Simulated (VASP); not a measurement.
Here is a VASP 6.6.1 calculation.

File INCAR:

```
SYSTEM = MgS
PREC     = Accurate       ! precision mode
ENCUT    = 520            ! plane-wave cutoff, eV
EDIFF    = 1E-7           ! SCF threshold, eV
ISMEAR   = -1             ! smearing method
SIGMA    = 0.03           ! smearing width, eV
LREAL    = .False.        ! projectors in reciprocal space
LASPH    = .True.         ! aspherical terms in the spheres
NELM     = 80             ! most SCF steps
ALGO     = Normal         ! electronic algorithm
ISIF     = 2              ! what is computed and relaxed
LWAVE    = .False.        ! write WAVECAR
LCHARG   = .False.        ! write CHGCAR
GGA      = PE             ! functional
NBANDS   = 11             ! bands
```

Contents of KPOINTS:

```
Automatic mesh
0
Gamma
  14 14 14
  0 0 0
```

The input POSCAR:

```
MgS
1.0
    0.0000000000      2.6144408669      2.6144408669
    2.6144408669      0.0000000000      2.6144408669
    2.6144408669      2.6144408669      0.0000000000
Mg S
1 1
Direct
    0.0000000000      0.0000000000      0.0000000000
    0.5000000000      0.5000000000      0.5000000000
```

Potentials or basis: VASP PAW PBE potentials, release 64 (Mg, S).

Command:

```console
$ cat potpaw_PBE.64/Mg/POTCAR potpaw_PBE.64/S/POTCAR > POTCAR
$ mpirun -np 1 vasp_std > vasp.out
```

Problem. Estimate the band gap on the k mesh.

Solution. 2.74 eV, indirect (least direct gap 3.60 eV).

Problem. Predict the pressure.

Solution. -0.3 GPa.

A k mesh can miss the band edges. Expect the measured gap to be larger: semilocal functionals such as PBE lack the derivative discontinuity.
